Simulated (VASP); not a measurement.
# NaMoO3 (Pm-3m) in VASP: further runs, part 2 of 2

VASP 6.6.1. Earlier steps stand in the parts before.

**4. Single point, LDA**

INCAR reads:

```
ALGO     = Normal         # electronic algorithm
EDIFF    = 1E-6           # SCF threshold, eV
ENCUT    = 520            # plane-wave cutoff, eV
GGA      = CA             # functional
ISIF     = 2              # what is computed and relaxed
ISMEAR   = -1             # smearing method
LASPH    = T              # aspherical terms in the spheres
LCHARG   = T              # write CHGCAR
LELF     = T              # ELF
LREAL    = F              # projectors in reciprocal space
LVHAR    = T            
LWAVE    = F              # write WAVECAR
NBANDS   = 28             # bands
NELM     = 100            # most SCF steps
PREC     = Accurate       # precision mode
SIGMA    = 0.1            # smearing width, eV
```

KPOINTS reads:

```
k-points
0
Gamma
  6 6 6
```

POSCAR reads:

```
NaMoO3
1.0
    3.9488820000      0.0000000000      0.0000000000
    0.0000000000      3.9488820000      0.0000000000
    0.0000000000      0.0000000000      3.9488820000
Na Mo O
1 1 3
Direct
    0.5000000000      0.5000000000      0.5000000000
    0.0000000000      0.0000000000      0.0000000000
    0.5000000000      0.0000000000      0.0000000000
    0.0000000000      0.5000000000      0.0000000000
    0.0000000000      0.0000000000      0.5000000000
```

Command:

```
$ cat potpaw_LDA.64/Na_pv/POTCAR potpaw_LDA.64/Mo_sv/POTCAR potpaw_LDA.64/O/POTCAR > POTCAR
$ mpirun -np 1 vasp_std > vasp.out
```

It took 45 s on 1 thread of Intel Xeon Platinum 8375C at 2.90GHz (Ice Lake), shared host; peak memory 0.16 GiB.

It converged, with:

```
Free energy : -41.0875 eV
Pressure    : -16.0 GPa
```

Levels at points of the mesh, in eV from the Fermi level:
| k point | band 16 | band 17 | band 18 | band 19 | band 20 | band 21 | band 22 | band 23 |
| --- | --- | --- | --- | --- | --- | --- | --- | --- |
| (0.00, 0.00, 0.00) | -2.92 | -2.69 | -2.69 | -2.69 | -1.26 | -1.26 | -1.26 | 2.28 |
| (0.50, 0.00, 0.00) | -4.26 | -3.28 | -2.76 | -2.76 | -1.21 | 1.48 | 1.48 | 2.28 |
| (0.50, 0.50, 0.00) | -3.72 | -3.72 | -3.72 | -1.85 | 1.49 | 1.49 | 2.38 | 3.72 |
| (0.50, 0.50, 0.50) | -6.64 | -1.83 | -1.83 | -1.83 | 2.42 | 2.42 | 2.42 | 5.52 |

Caveat: an odd number of electrons without spin polarisation forces a metal; a magnetic or distorted state may lie lower.

**5. Single point, LDA**

INCAR reads:

```
SYSTEM = NaMoO3
PREC = Accurate
ENCUT = 520
EDIFF = 1E-7
ISMEAR = -1
SIGMA = 0.05
LREAL = .False.
LASPH = .True.
NELM = 60
ALGO = Normal
ISIF = 2
LWAVE = .False.
LCHARG = .False.
GGA = CA
NBANDS = 28
```

KPOINTS reads:

```
regular mesh
0
Gamma
  6 6 6
  0 0 0
```

POSCAR is that of step 4.

Potentials or basis: VASP PAW LDA potentials, release 64 (Na_pv, Mo_sv, O).

Command:

```
$ cat potpaw_LDA.64/Na_pv/POTCAR potpaw_LDA.64/Mo_sv/POTCAR potpaw_LDA.64/O/POTCAR > POTCAR
$ mpirun -np 1 vasp_std > vasp.out
```

OUTCAR:

```text
SYSTEM = NaMoO3
   PREC = Accurate
   ENCUT = 520
   EDIFF = 1E-7
   ISMEAR = -1
   LREAL = .False.
   LASPH = .True.
   NELM = 60
   ISIF = 2
   GGA = CA

 ion  position               nearest neighbor table
   1  0.500  0.500  0.500-
   2  0.000  0.000  0.000-   3 1.97   4 1.97   5 1.97   5 1.97   4 1.97   3 1.97
   3  0.500  0.000  0.000-   2 1.97   2 1.97
   4  0.000  0.500  0.000-   2 1.97   2 1.97
[... 816 lines left out ...]
  Direction    XX          YY          ZZ          XY          YZ          ZX
  --------------------------------------------------------------------------------------
  -------------------------------------------------------------------------------------
  Total       -6.1714312     -6.1714312     -6.1714312      0.0000000     -0.0000000      0.0000000
  in kB     -160.5735479   -160.5735479   -160.5735479      0.0000000     -0.0000000      0.0000000
  external PRESSURE =    -160.5735479 kB  Pullay stress =       0.0000000 kB

 VOLUME and BASIS-vectors are now :
 -----------------------------------------------------------------------------
  energy-cutoff  :      520.00
  volume of cell :       61.58
      direct lattice vectors                 reciprocal lattice vectors
     3.948882000  0.000000000  0.000000000     0.253236232  0.000000000  0.000000000
     0.000000000  3.948882000  0.000000000     0.000000000  0.253236232  0.000000000
     0.000000000  0.000000000  3.948882000     0.000000000  0.000000000  0.253236232

 POSITION                                       TOTAL-FORCE (eV/Angst)
 -----------------------------------------------------------------------------------
      1.97444      1.97444      1.97444         0.000000      0.000000      0.000000
      0.00000      0.00000      0.00000         0.000000      0.000000      0.000000
      1.97444      0.00000      0.00000         0.000000      0.000000      0.000000
      0.00000      1.97444      0.00000         0.000000      0.000000      0.000000
      0.00000      0.00000      1.97444         0.000000      0.000000      0.000000
 -----------------------------------------------------------------------------------
    total drift:                                0.000000     -0.000000      0.000000

  FREE ENERGIE OF THE ION-ELECTRON SYSTEM (eV)
  ---------------------------------------------------
  free  energy   TOTEN  =       -41.0687863994 eV

  energy  without entropy=      -41.0541375680  energy(sigma->0) =      -41.06146198
```

stdout:

```text
POSCAR found type information on POSCAR NaMoO
 POSCAR found :  3 types and       5 ions
 scaLAPACK will be used
 LDA part: xc-table for (Slater(with rela. corr.)+CA(PZ))
 , standard interpolation
 POSCAR, INCAR and KPOINTS ok, starting setup
 FFT: planning ... GRIDC
 FFT: planning ... GRID_SOFT
 FFT: planning ... GRID
 WAVECAR not read
 entering main loop
```

Run time: 44 s. Hardware: 1 thread of Intel Xeon Platinum 8375C at 2.90GHz (Ice Lake), shared host; peak memory 0.16 GiB.

Results:

* Free energy: -41.0688 eV
* Pressure: -16.1 GPa

Caveat: an odd number of electrons without spin polarisation forces a metal; a magnetic or distorted state may lie lower.

**6. The runs side by side**

| smearing | gap on the mesh (eV) | pressure (GPa) |
| --- | --- | --- |
| fermi-dirac 0.3 eV | none | -15.5 |
| fermi-dirac 0.2 eV | none | -15.8 |
| fermi-dirac 0.1 eV | none | -16.0 |
| fermi-dirac 0.05 eV | none | -16.1 |

Alike in all rows: task single point; level LDA; potentials or basis VASP PAW LDA potentials, release 64 (Na_pv, Mo_sv, O); no spin polarisation; cell as given; k mesh 6 × 6 × 6; cutoff (eV) 520.

Every run on the cell as given and a fine mesh finds a metal.

Caveats: an odd number of electrons without spin polarisation forces a metal; a magnetic or distorted state may lie lower.

Total energies depend on the potentials used, so only differences within one code and one set of settings carry meaning.
